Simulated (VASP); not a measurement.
Input of a VASP 6.6.1 run:

The input INCAR:

```
SYSTEM = KF
PREC     = Accurate       ! precision mode
ENCUT    = 600            ! plane-wave cutoff, eV
EDIFF    = 1E-6           ! SCF threshold, eV
ISMEAR   = 0              ! smearing method
SIGMA    = 0.01           ! smearing width, eV
LREAL    = .FALSE.        ! projectors in reciprocal space
LASPH    = .TRUE.         ! aspherical terms in the spheres
NELM     = 120            ! most SCF steps
ALGO     = Normal         ! electronic algorithm
ISIF     = 2              ! what is computed and relaxed
LWAVE    = .FALSE.        ! write WAVECAR
LCHARG   = .TRUE.         ! write CHGCAR
GGA      = PE             ! functional
LELF     = .TRUE.         ! ELF
LVHAR    = .TRUE.       
NBANDS   = 15             ! bands
GGA_COMPAT= .FALSE.
```

Contents of KPOINTS:

```
regular mesh
0
G
  6 6 6
  0 0 0
```

File POSCAR:

```
KF
1.0
    3.1788707423      0.0000000000      0.0000000000
    0.0000000000      3.1788707423      0.0000000000
    0.0000000000      0.0000000000      3.1788707423
K F
1 1
Direct
    0.0000000000      0.0000000000      0.0000000000
    0.5000000000      0.5000000000      0.5000000000
```

Potentials or basis: VASP PAW PBE potentials, release 64 (K_sv, F).

Run with:

```sh
$ cat potpaw_PBE.64/K_sv/POTCAR potpaw_PBE.64/F/POTCAR > POTCAR
$ mpirun -np 1 vasp_std > vasp.out
```

Task: Estimate the pressure.

Result: 3.0 GPa.

Task: What does it give for the band gap on the k mesh?

Result: 6.80 eV (least direct gap 6.84 eV).

Caveat: the structure was generated, so it needn't be the stable form of KF. A k mesh can miss the band edges.
